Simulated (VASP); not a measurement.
Input of a VASP 6.6.1 run:

The input INCAR:

```
SYSTEM = Sb
PREC = Accurate
ENCUT = 520
EDIFF = 1E-6
ISMEAR = -1
SIGMA = 0.05
LREAL = .FALSE.
LASPH = .TRUE.
NELM = 60
ALGO = Normal
ISIF = 2
LWAVE = .FALSE.
LCHARG = .FALSE.
GGA = PS
NBANDS = 8
```

The input KPOINTS:

```
regular mesh
0
G
  9 9 9
  0 0 0
```

File POSCAR:

```
Sb
1.0
    3.2015837161      0.0000000000      0.0000000000
    0.0000000000      3.2015837161      0.0000000000
    0.0000000000      0.0000000000      3.2015837161
Sb
1
Direct
    0.0000000000      0.0000000000      0.0000000000
```

Potentials or basis: VASP PAW PBE potentials, release 64 (Sb).

Run with:

```bash
$ cat potpaw_PBE.64/Sb/POTCAR > POTCAR
$ mpirun -np 1 vasp_std > vasp.out
```

Q: Estimate the pressure.

A: -6.2 GPa.

Caveat: the PAW data sets were made with another functional, which shifts forces and pressure a little.
